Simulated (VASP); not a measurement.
Set up this calculation in VASP 6.6.1, as the native input.

- Task: single point
- Functional: PBE
- Potentials or basis: VASP PAW PBE potentials, release 64 (Ba_sv, B)
- Cutoff: 520 eV
- k mesh: 6 × 6 × 6
- Occupations: gaussian, width 0.1 eV
- Spin: no spin polarisation
- Dipole correction: no
- Further INCAR settings: ALGO = Normal; EDIFF = 1e-06; NBANDS = 32

The structure of Ba2B lies in POSCAR:

```
Ba2B
1.0
    4.1057042624      2.3704294611      3.4768484574
   -4.1057042624      2.3704294611      3.4768484574
    0.0000000000     -4.7408589222      3.4768484574
Ba B
4 2
Direct
    0.0000000000      0.0000000000      0.0000000000
    0.7491569434      0.2508430566      0.5000000000
    0.2508430566      0.5000000000      0.7491569434
    0.5000000000      0.7491569434      0.2508430566
    0.2816994047      0.2816994047      0.2816994047
    0.7183005953      0.7183005953      0.7183005953
```

The input as run:

INCAR

```
ALGO = Normal ; EDIFF = 1E-6
ENCUT = 520 ; GGA = PE
ISIF = 2 ; ISMEAR = 0
LASPH = T ; LCHARG = F
LREAL = F ; LWAVE = F
NBANDS = 32 ; NELM = 100
PREC = Accurate ; SIGMA = 0.1
```

KPOINTS

```
k-points
0
Gamma
  6 6 6
```

Potentials or basis: VASP PAW PBE potentials, release 64 (Ba_sv, B).

Command:

```bash
$ cat potpaw_PBE.64/Ba_sv/POTCAR potpaw_PBE.64/B/POTCAR > POTCAR
$ mpirun -np 1 vasp_std > vasp.out
```

It gave:

```
Pressure               : 0.7 GPa
Largest force          : 0.048 eV/Å
Band gap on the k mesh : zero (bands 23 and 24 overlap by 0.41 eV)
```

Caveat: spin-orbit coupling is left out, which moves the levels of the heavy elements.

It took 2.1 min on 1 thread of AMD EPYC 9R45 96-Core Processor (Zen 5) (shared host), peak memory 0.39 GiB.
